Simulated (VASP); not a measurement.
# Co (Fm-3m) in VASP: a series of runs

The runs below take Co through single point, with PBE.

Program: VASP 6.6.1. These are calculated values, not measurements. Logs are shortened: lines on timing, memory, paths and dates and some standing lists are left out, and cuts for length are marked.

### 1 The cell of the first run

It takes space group Fm-3m (No. 225, cubic). The conventional cell has a = 3.602 Å, b = 3.602 Å, c = 3.602 Å, α = 90.00°, β = 90.00°, γ = 90.00°. Co (site symmetry m-3m) has 12 Co at 2.55 Å within 3.4 Å.

This isn't the form of Co at room conditions, which is hcp.

### 2 Single point, PBE, collinear spin, ferromagnetic start

Input file INCAR:

```
PREC     = Accurate       # precision mode
ENCUT    = 520            # plane-wave cutoff, eV
EDIFF    = 1E-7           # SCF threshold, eV
ISMEAR   = -1             # smearing method
SIGMA    = 0.1            # smearing width, eV
LREAL    = F              # projectors in reciprocal space
LASPH    = T              # aspherical terms in the spheres
NELM     = 150            # most SCF steps
ALGO     = Normal         # electronic algorithm
ISIF     = 2              # what is computed and relaxed
LWAVE    = F              # write WAVECAR
LCHARG   = F              # write CHGCAR
ISPIN    = 2              # spin polarisation
MAGMOM   = 3 3            # initial moments
LORBIT   = 11             # projections on sites
LMAXMIX  = 4              # l up to which the mixer works
GGA      = PE             # functional
NBANDS   = 20             # bands
```

Input file KPOINTS:

```
Automatic mesh
0
Gamma
  12 12 6
```

Input file POSCAR:

```
Co
1.0
    0.0000000000      1.8011500000      1.8011500000
    1.8011500000      0.0000000000      1.8011500000
    3.6023000000      3.6023000000      0.0000000000
Co
2
Direct
    0.0000000000      0.0000000000      0.0000000000
    0.0000000000      0.0000000000      0.5000000000
```

Potentials or basis: VASP PAW PBE potentials, release 64 (Co).

The run is started by

```
cat potpaw_PBE.64/Co/POTCAR > POTCAR
mpirun -np 1 vasp_std > vasp.out
```

OUTCAR:

```text
PREC = Accurate
   ENCUT = 520
   EDIFF = 1E-7
   ISMEAR = -1
   LREAL = F
   LASPH = T
   NELM = 150
   ISIF = 2
   ISPIN = 2
   LORBIT = 11
   GGA = PE

 ion  position               nearest neighbor table
   1  0.000  0.000  0.000-   2 2.55   2 2.55   2 2.55   2 2.55   2 2.55   2 2.55
   2  0.000  0.000  0.500-   1 2.55   1 2.55   1 2.55   1 2.55   1 2.55   1 2.55

  LATTYP: Found a trigonal (rhomboedric) cell.
 ALAT       =     4.4118984502
 COS(alpha) =     0.8333333333

  Lattice vectors:

 A1 = (   3.6023000000,   1.8011500000,  -1.8011500000)
 A2 = (   1.8011500000,   1.8011500000,  -3.6023000000)
 A3 = (   1.8011500000,   3.6023000000,  -1.8011500000)

Analysis of symmetry for initial positions (statically):
=====================================================================
 Subroutine PRICEL returns following result:

  LATTYP: Found a face centered cubic cell.
 ALAT       =     3.6023000000
[... 12 lines left out ...]
 Subroutine GETGRP returns: Found 12 space group operations
 (whereof 12 operations were pure point group operations)
 out of a pool of 12 trial point group operations.

The static configuration has the point symmetry D_3d.

Analysis of symmetry for dynamics (positions and initial velocities):
=====================================================================
 Subroutine PRICEL returns following result:

  LATTYP: Found a face centered cubic cell.
 ALAT       =     3.6023000000
[... 12 lines left out ...]
 Subroutine GETGRP returns: Found 12 space group operations
 (whereof 12 operations were pure point group operations)
 out of a pool of 12 trial point group operations.

The dynamic configuration has the point symmetry D_3d.

Analysis of structural, dynamic, and magnetic symmetry:
=====================================================================
 Subroutine PRICEL returns following result:

  LATTYP: Found a face centered cubic cell.
 ALAT       =     3.6023000000
[... 12 lines left out ...]
 Subroutine GETGRP returns: Found 12 space group operations
 (whereof 12 operations were pure point group operations)
 out of a pool of 12 trial point group operations.

The overall configuration has the point symmetry D_3d.

 Subroutine INISYM returns: Found 12 space group operations
 (whereof 12 operations are pure point group operations),
 and found     2 'primitive' translations

----------------------------------------------------------------------------------------

                                     Primitive cell

  volume of cell :      11.6864

  direct lattice vectors                    reciprocal lattice vectors
     0.000000000  1.801150000  1.801150000    -0.277600422  0.277600422  0.277600422
     1.801150000  0.000000000  1.801150000     0.277600422 -0.277600422  0.277600422
     1.801150000  1.801150000  0.000000000     0.277600422  0.277600422 -0.277600422

  length of vectors
     2.547210758  2.547210758  2.547210758     0.480818035  0.480818035  0.480818035

  position of ions in fractional coordinates (direct lattice)
     0.000000000  0.000000000  0.000000000

  ion indices of the primitive-cell ions
   primitive index   ion index
                 1           1

----------------------------------------------------------------------------------------

 KPOINTS: Automatic mesh

Automatic generation of k-mesh.
 Grid dimensions read from file:
 generate k-points for:   12   12    6

 Generating k-lattice:

  Cartesian coordinates                     Fractional coordinates (reciprocal lattice)
    -0.023133368  0.023133368  0.023133368     0.083333333  0.000000000  0.000000000
     0.023133368 -0.023133368  0.023133368     0.000000000  0.083333333  0.000000000
     0.023133368  0.023133368 -0.023133368     0.000000000  0.000000000  0.166666667

  Length of vectors
     0.040068170  0.040068170  0.040068170

  Shift w.r.t. Gamma in fractional coordinates (k-lattice)
     0.000000000  0.000000000  0.000000000

 -----------------------------------------------------------------------------
[... 16 lines left out ...]
 -----------------------------------------------------------------------------

 Subroutine IBZKPT returns following result:
 ===========================================

 Found     98 irreducible k-points:

 Following reciprocal coordinates:
            Coordinates               Weight
  0.000000  0.000000  0.000000      1.000000
  0.083333  0.000000  0.000000      6.000000
  0.166667  0.000000  0.000000      6.000000
  0.250000  0.000000  0.000000      6.000000
  0.333333  0.000000  0.000000      6.000000
  0.416667  0.000000  0.000000      6.000000
[... 16 lines left out ...]
  0.500000  0.166667  0.000000     12.000000
 -0.416667  0.166667  0.000000     12.000000
 [... further k-points ...]
   k-points           NKPTS =     98   k-points in BZ     NKDIM =     98   number of bands    NBANDS=     20
   number of dos      NEDOS =    301   number of ions     NIONS =      2
   total plane-waves  NPLWV =  16000
   dimension x,y,z NGX =    20 NGY =   20 NGZ =   40
   dimension x,y,z NGXF=    40 NGYF=   40 NGZF=   80
   ions per type =               2
   NGX,Y,Z   is equivalent  to a cutoff of  13.05, 13.05, 13.05 a.u.
   NGXF,Y,Z  is equivalent  to a cutoff of  26.11, 26.11, 26.11 a.u.
 SYSTEM =  unknown system
   PREC   = accura    normal or accurate (medium, high low for compatibility)
   ISTART =      0    job   : 0-new  1-cont  2-samecut
   ICHARG =      2    charge: 1-file 2-atom 10-const
   ISPIN  =      2    spin polarized calculation?
   LNONCOLLINEAR =      F non collinear calculations
   LSORBIT =      F    spin-orbit coupling
   LASPH  =      T    aspherical Exc in radial PAW
   ENCUT  =  520.0 eV  38.22 Ry    6.18 a.u.   4.74  4.74  9.47*2*pi/ulx,y,z
   NELM   =    150;   NELMIN=  2; NELMDL= -5     # of ELM steps
   EDIFF  = 0.1E-06   stopping-criterion for ELM
   LREAL  =      F    real-space projection
   EDIFFG = 0.1E-05   stopping-criterion for IOM
   NSW    =      0    number of steps for IOM
   IBRION =     -1    ionic relax: 0-MD 1-quasi-New 2-CG
   NFREE  =      0    steps in history (QN), initial steepest desc. (CG)
   ISIF   =      2    stress and relaxation
   ISYM   =      2    0-nonsym 1-usesym 2-fastsym
   POTIM  = 0.5000    time-step for ionic-motion
   TEBEG  =    0.0;   TEEND  =   0.0 temperature during run
   PSTRESS=    0.0 pullay stress
   NELECT =      18.0000    total number of electrons
   NUPDOWN=      -1.0000    fix difference up-down
   EMIN   =  10.00;   EMAX   =-10.00  energy-range for DOS
   EFERMI =   0.00;   METHOD = LEGACY
   ISMEAR =    -1;   SIGMA  =   0.10  broadening in eV -4-tet -1-fermi 0-gaus
   EFERMI_NEDOS =   21; number of points for ismear=-14 and -15
   IALGO  =     38    algorithm
   IMIX   =      4    mixing-type and parameters
     AMIX     =   0.40;   BMIX     =  1.00
     AMIX_MAG =   1.60;   BMIX_MAG =  1.00
  volume/ion in A,a.u.               =      11.69        78.86
  Fermi-wavevector in a.u.,A,eV,Ry     =   1.500591  2.835707 30.637253  2.251775
  Thomas-Fermi vector in A             =   2.612072
   LORBIT       =     11    0 simple, 1 ext, 2 COOP (PROOUT), +10 PAW based schemes
   GGA     = PE    functional components
   LHFCALC =     F    Hartree Fock is set to
   AEXX    =    0.0000 exact exchange contribution
   IVDW    =     0    specifies the selected vdW correction
   LEPSILON=     F    determine dielectric tensor
   LRPA    =     F    only Hartree local field effects (RPA)
 spin polarized calculation
  energy-cutoff  :      520.00
  volume of cell :       23.37
 maximum number of plane-waves:       663
   NGX =  9   NGY =  9   NGZ = 19

 number of electron      18.0000009 magnetization       3.4203229

 Free energy of the ion-electron system (eV)
  ---------------------------------------------------
  ext. energy  EPLUGINS =         0.00000000
  ---------------------------------------------------
  free energy    TOTEN  =       -14.01344625 eV

  energy without entropy =      -13.93523398  energy(sigma->0) =      -13.97434012

 E-fermi :   9.3469     XC(G=0): -12.9742

 val. band max:        9.3083290799   @ k =  -0.1667   0.2500   0.1667
 cond. band min:       9.3714064626   @ k =  -0.2500   0.3333   0.1667
 fundamental gap:      0.0630773826
 Fermi energy:         9.3468964647

 spin component 1

 k-point     1 :       0.0000    0.0000    0.0000
  band No.  band energies     occupation
      1       0.7537      1.00000
      2       4.4475      1.00000
      3       6.5690      1.00000
      4       6.5690      1.00000
      5       6.7061      1.00000
      6       6.7061      1.00000
[... 541 lines left out ...]
     19      30.9851      0.00000
     20      31.3905      0.00000

 [... further k-points ...]

 spin component 2

 k-point     1 :       0.0000    0.0000    0.0000
  band No.  band energies     occupation
      1       0.7615      1.00000
      2       5.3917      1.00000
      3       8.3357      0.99996
      4       8.3357      0.99996
      5       8.3357      0.99996
      6       8.3501      0.99995
[... 541 lines left out ...]
     19      31.0444      0.00000
     20      31.6233      0.00000

 [... further k-points ...]

------------------------ aborting loop because EDIFF is reached ----------------------------------------

  FORCE on cell =-STRESS in cart. coord.  units (eV):
  Direction    XX          YY          ZZ          XY          YZ          ZX
  --------------------------------------------------------------------------------------
  -------------------------------------------------------------------------------------
  Total       -1.7555482     -1.7555482     -1.7555482     -0.0000021      0.0000021      0.0000021
  in kB     -120.3410254   -120.3410254   -120.3410254     -0.0001464      0.0001464      0.0001464
  external PRESSURE =    -120.3410254 kB  Pullay stress =       0.0000000 kB

 VOLUME and BASIS-vectors are now :
 -----------------------------------------------------------------------------
  energy-cutoff  :      520.00
  volume of cell :       23.37
      direct lattice vectors                 reciprocal lattice vectors
     0.000000000  1.801150000  1.801150000    -0.277600422  0.277600422  0.277600422
     1.801150000  0.000000000  1.801150000     0.277600422 -0.277600422  0.277600422
     3.602300000  3.602300000  0.000000000     0.138800211  0.138800211 -0.138800211

 POSITION                                       TOTAL-FORCE (eV/Angst)
 -----------------------------------------------------------------------------------
      0.00000      0.00000      0.00000         0.000000      0.000000     -0.000000
      1.80115      1.80115      0.00000        -0.000000     -0.000000      0.000000
 -----------------------------------------------------------------------------------
    total drift:                               -0.000000     -0.000000      0.000000

  FREE ENERGIE OF THE ION-ELECTRON SYSTEM (eV)
  ---------------------------------------------------
  free  energy   TOTEN  =       -14.0134462514 eV

  energy  without entropy=      -13.9352339842  energy(sigma->0) =      -13.97434012

 total charge

# of ion       s       p       d       tot
------------------------------------------
    1        0.462   0.464   7.210   8.136
    2        0.462   0.464   7.210   8.136
--------------------------------------------------
tot          0.923   0.928  14.421  16.272

 magnetization (x)

# of ion       s       p       d       tot
------------------------------------------
    1       -0.011  -0.047   1.799   1.741
    2       -0.011  -0.047   1.799   1.741
--------------------------------------------------
tot         -0.022  -0.095   3.598   3.481
```

Run time: 1.7 min. Hardware: 1 thread of Intel Xeon 8259CL, shared host; peak memory 0.2 GiB.

What came out:

```yaml
Free_energy: -14.0134 eV
Pressure: -12.0 GPa
Net_moment: 3.42 μB per cell
Site_moments: Co +1.74 μB
Valence_electrons_inside_the_program's_atomic_spheres: Co 8.14
```

Caveat: the cell stands under tension.

### 3 Single point, PBE, collinear spin, antiferromagnetic start

Input file INCAR:

```
PREC = Accurate
ENCUT = 520
EDIFF = 1E-7
ISMEAR = -1
SIGMA = 0.1
LREAL = F
LASPH = T
NELM = 150
ALGO = Normal
ISIF = 2
LWAVE = F
LCHARG = F
ISPIN = 2
MAGMOM = 3 -3
LORBIT = 11
LMAXMIX = 4
GGA = PE
NBANDS = 20
```

Input file KPOINTS:

```
regular mesh
0
Gamma
  12 12 6
```

POSCAR is that of step 2.

Potentials or basis: VASP PAW PBE potentials, release 64 (Co).

The run is started by

```
cat potpaw_PBE.64/Co/POTCAR > POTCAR
mpirun -np 1 vasp_std > vasp.out
```

Run time: 1.9 min. Hardware: 1 thread of Intel Xeon 8259CL, shared host; peak memory 0.2 GiB.

It converged, with:

```yaml
Free_energy: -13.5898 eV
Pressure: -16.1 GPa
Band_gap_on_the_k_mesh: zero (filled and empty bands overlap)
Net_moment: 0.00 μB per cell
Site_moments: Co +1.24, -1.24 μB
Valence_electrons_inside_the_program's_atomic_spheres: Co 8.14
```

Stress tensor (GPa, compression positive):
```
-16.12   1.84  -1.84
  1.84 -16.12  -1.84
 -1.84  -1.84 -16.12
```

Levels at points of the mesh, in eV from the Fermi level:
Spin up:
```csv
k point,band 7,band 8,band 9,band 10,band 11,band 12
"(0.00, 0.00, 0.00)",-1.66,-0.50,-0.50,-0.14,0.47,0.47
"(0.50, 0.00, 0.00)",-0.11,0.04,0.42,0.51,0.96,2.53
"(0.00, 0.00, 0.50)",-1.22,-1.22,-0.86,-0.86,0.18,0.18
"(0.50, 0.00, 0.50)",-1.34,-0.42,-0.22,0.96,2.39,3.01
```
Spin down:
| k point | band 7 | band 8 | band 9 | band 10 | band 11 | band 12 |
| --- | --- | --- | --- | --- | --- | --- |
| (0.00, 0.00, 0.00) | -1.66 | -0.50 | -0.50 | -0.14 | 0.47 | 0.47 |
| (0.50, 0.00, 0.00) | -0.11 | 0.04 | 0.42 | 0.51 | 0.96 | 2.53 |
| (0.00, 0.00, 0.50) | -1.22 | -1.22 | -0.86 | -0.86 | 0.18 | 0.18 |
| (0.50, 0.00, 0.50) | -1.34 | -0.42 | -0.22 | 0.96 | 2.39 | 3.01 |

Caveat: the cell stands under tension.

### 4 Single point, PBE, collinear spin

Input file INCAR:

```
SYSTEM = Co
PREC     = Accurate       ! precision mode
ENCUT    = 520            ! plane-wave cutoff, eV
EDIFF    = 1E-7           ! SCF threshold, eV
ISMEAR   = -1             ! smearing method
SIGMA    = 0.1            ! smearing width, eV
LREAL    = .False.        ! projectors in reciprocal space
LASPH    = .True.         ! aspherical terms in the spheres
NELM     = 150            ! most SCF steps
ALGO     = Normal         ! electronic algorithm
ISIF     = 2              ! what is computed and relaxed
LWAVE    = .False.        ! write WAVECAR
LCHARG   = .False.        ! write CHGCAR
ISPIN    = 2              ! spin polarisation
MAGMOM   = 0 3            ! initial moments
LORBIT   = 11             ! projections on sites
LMAXMIX  = 4              ! l up to which the mixer works
GGA      = PE             ! functional
NBANDS   = 20             ! bands
```

Input file KPOINTS:

```
regular mesh
0
Gamma
  12 12 6
  0 0 0
```

POSCAR is that of step 3.

Potentials or basis: VASP PAW PBE potentials, release 64 (Co).

The run is started by

```
cat potpaw_PBE.64/Co/POTCAR > POTCAR
mpirun -np 1 vasp_std > vasp.out
```

OUTCAR:

```text
SYSTEM = Co
   PREC = Accurate
   ENCUT = 520
   EDIFF = 1E-7
   ISMEAR = -1
   LREAL = .False.
   LASPH = .True.
   NELM = 150
   ISIF = 2
   ISPIN = 2
   LORBIT = 11
   GGA = PE

 ion  position               nearest neighbor table
   1  0.000  0.000  0.000-   2 2.55   2 2.55   2 2.55   2 2.55   2 2.55   2 2.55
   2  0.000  0.000  0.500-   1 2.55   1 2.55   1 2.55   1 2.55   1 2.55   1 2.55

  LATTYP: Found a trigonal (rhomboedric) cell.
 ALAT       =     4.4118984502
 COS(alpha) =     0.8333333333

  Lattice vectors:

 A1 = (   3.6023000000,   1.8011500000,  -1.8011500000)
 A2 = (   1.8011500000,   1.8011500000,  -3.6023000000)
[... 1357 lines left out ...]
 VOLUME and BASIS-vectors are now :
 -----------------------------------------------------------------------------
  energy-cutoff  :      520.00
  volume of cell :       23.37
      direct lattice vectors                 reciprocal lattice vectors
     0.000000000  1.801150000  1.801150000    -0.277600422  0.277600422  0.277600422
     1.801150000  0.000000000  1.801150000     0.277600422 -0.277600422  0.277600422
     3.602300000  3.602300000  0.000000000     0.138800211  0.138800211 -0.138800211

 POSITION                                       TOTAL-FORCE (eV/Angst)
 -----------------------------------------------------------------------------------
      0.00000      0.00000      0.00000         0.000000      0.000000     -0.000000
      1.80115      1.80115      0.00000         0.000000      0.000000      0.000000
 -----------------------------------------------------------------------------------
    total drift:                               -0.000000     -0.000000      0.000000

  FREE ENERGIE OF THE ION-ELECTRON SYSTEM (eV)
  ---------------------------------------------------
  free  energy   TOTEN  =       -14.0134460549 eV

  energy  without entropy=      -13.9352348900  energy(sigma->0) =      -13.97434047

 total charge

# of ion       s       p       d       tot
------------------------------------------
    1        0.462   0.464   7.210   8.136
    2        0.462   0.464   7.210   8.136
--------------------------------------------------
tot          0.923   0.928  14.421  16.272

 magnetization (x)

# of ion       s       p       d       tot
------------------------------------------
    1       -0.011  -0.047   1.799   1.741
    2       -0.011  -0.047   1.799   1.741
--------------------------------------------------
tot         -0.022  -0.095   3.598   3.481
```

It took 2.6 min on 1 thread of Intel Xeon 8259CL, shared host; peak memory 0.2 GiB.

What came out:

- Free energy: -14.0134 eV
- Pressure: -12.0 GPa
- Net moment: 3.42 μB per cell
- Site moments: Co +1.74 μB
- Valence electrons inside the program's atomic spheres: Co 8.14

Caveat: the cell stands under tension.

### 5 Overview

| spin | gap on the mesh (eV) | pressure (GPa) | moment (μB) |
| --- | --- | --- | --- |
| collinear, ferromagnetic start | none | -12.0 | 3.42 |
| collinear, antiferromagnetic start | none | -16.1 | 0.00 |
| collinear | none | -12.0 | 3.42 |

Alike in all rows: task single point; level PBE; potentials or basis VASP PAW PBE potentials, release 64 (Co); cell as given; k mesh 12 × 12 × 6; cutoff (eV) 520; smearing fermi-dirac 0.1 eV.

Caveats: the cell stands under tension.

Absolute energies hang on the potentials; compare differences alone.
